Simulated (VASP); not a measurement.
Write the native input for VASP 6.6.1 that does the following.

```yaml
Task: single point
Functional: PBE
Dispersion: D3(BJ)
Potentials_or_basis: VASP PAW PBE potentials, release 64 (C, H)
Cutoff: 520 eV
k_mesh: 6 × 7 × 1
Occupations: gaussian, width 0.05 eV
Spin: collinear spin
Starting_moments: "[0.0, 0.0, 0.0, 0.0, 0.0, 0.0, 0.0, 0.0, 0.0, 0.0, 0.0, 0.0, 1.0] μB"
Dipole_correction: yes
Further_INCAR_settings: ALGO = Normal; EDIFF = 1e-06; NBANDS = 40
```

The structure of HC12 lies in POSCAR:

```
HC12
1.0
    4.9311586502      0.0000000000      0.0000000000
    0.0000000000      4.0098697767      0.0000000000
    0.0000000000      0.0000000000     21.6014232414
C H
12 1
Direct
    0.2500000000      0.3776970832      0.1851729840
    0.7500000000      0.3776970832      0.1851729840
    0.0000000000      0.4720802753      0.2130426460
    0.5000000000      0.4720802753      0.2130426460
    0.0000000000      0.6609562027      0.2688143161
    0.5000000000      0.6609562027      0.2688143161
    0.2500000000      0.7503681903      0.2962457608
    0.7500000000      0.7503681903      0.2962457608
    0.2500000000      0.9412921293      0.3552728042
    0.7500000000      0.9412921293      0.3552728042
    0.0000000000      0.0234303656      0.3796705036
    0.5000000000      0.0234303656      0.3796705036
    0.0833333333      0.3567636989      0.5092915924
```

One way to write it, as run:

INCAR

```
SYSTEM = HC12
ALGO = Normal
DIPOL = 0.5 0.5 0.300
EDIFF = 1E-6
ENCUT = 520
GGA = PE
IDIPOL = 3
ISIF = 2
ISMEAR = 0
ISPIN = 2
IVDW = 12
KPAR = 4
LASPH = .True.
LCHARG = .False.
LDIPOL = .True.
LORBIT = 11
LREAL = .False.
LWAVE = .False.
MAGMOM = 0 0 0 0 0 0 0 0 0 0 0 0 1
NBANDS = 40
NELM = 150
PREC = Accurate
SIGMA = 0.05
```

KPOINTS

```
k-points
0
Gamma
  6 7 1
  0 0 0
```

Potentials or basis: VASP PAW PBE potentials, release 64 (C, H).

Launch:

```bash
$ cat potpaw_PBE.64/C/POTCAR potpaw_PBE.64/H/POTCAR > POTCAR
$ mpirun -np 4 vasp_std > vasp.out
```

It gave:

```json
{
  "Largest force": "3.077 eV/Å",
  "Net moment": "1.66 μB per cell",
  "Site moments": "C +0.01, +0.50, +0.00, -0.00, +0.05, +0.03, -0.03, -0.04, +0.02, -0.48, +0.34 (each value once); H +0.37 μB",
  "Valence electrons inside the program's atomic spheres": "C 2.44, 2.42, 2.63, 2.65, 2.61, 2.51 (each value once); H 0.37",
  "Dispersion energy per atom": "-0.102 eV"
}
```

Wall time 12 min on 4 MPI ranks on Intel(R) Xeon(R) Platinum 8375C CPU @ 2.90GHz (Ice Lake), with other jobs on the host, peak memory 0.98 GiB a rank.
